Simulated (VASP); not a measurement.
Write the native input for VASP 6.6.1 that does the following.

```
Task                   : single point
Functional             : PBE
Potentials or basis    : VASP PAW PBE potentials, release 64 (Ca_sv, Ge_d, N)
Cutoff                 : 520 eV
k mesh                 : 12 × 12 × 6
Occupations            : gaussian, width 0.1 eV
Spin                   : no spin polarisation
Dipole correction      : no
Further INCAR settings : ALGO = Normal; EDIFF = 1e-07; NBANDS = 34
```

The structure of Ca2Ge2N lies in POSCAR:

```
Ca2Ge2N
1.0
    4.0848390093      0.0000000000      0.0000000000
   -2.0424195047      3.5375743524      0.0000000000
    0.0000000000      0.0000000000      8.3021871147
Ca Ge N
2 2 1
Direct
    0.3333333333      0.6666666667      0.6919645114
    0.6666666667      0.3333333333      0.3080354886
    0.3333333333      0.6666666667      0.0749337141
    0.6666666667      0.3333333333      0.9250662859
    0.0000000000      0.0000000000      0.0000000000
```

The cell was generated, and may not be a known phase.

These files were run (other wordings do the same):

INCAR

```
PREC     = Accurate       # precision mode
ENCUT    = 520            # plane-wave cutoff, eV
EDIFF    = 1E-7           # SCF threshold, eV
ISMEAR   = 0              # smearing method
SIGMA    = 0.1            # smearing width, eV
LREAL    = False          # projectors in reciprocal space
LASPH    = True           # aspherical terms in the spheres
NELM     = 80             # most SCF steps
ALGO     = Normal         # electronic algorithm
ISIF     = 2              # what is computed and relaxed
LWAVE    = False          # write WAVECAR
LCHARG   = False          # write CHGCAR
GGA      = PE             # functional
NBANDS   = 34             # bands
```

KPOINTS

```
regular mesh
0
Gamma
  12 12 6
```

Potentials or basis: VASP PAW PBE potentials, release 64 (Ca_sv, Ge_d, N).

Launch:

```bash
$ cat potpaw_PBE.64/Ca_sv/POTCAR potpaw_PBE.64/Ge_d/POTCAR potpaw_PBE.64/N/POTCAR > POTCAR
$ mpirun -np 1 vasp_std > vasp.out
```

It gave:

```json
{
  "Pressure": "0.1 GPa",
  "Largest force": "0.011 eV/Å",
  "Band gap on the k mesh": "zero (an odd number of electrons rules out a gap without spin polarisation)"
}
```

Run time: 4.7 min on 1 thread of AMD EPYC 9R45 96-Core Processor (Zen 5), with other jobs on the host, peak memory 0.46 GiB.
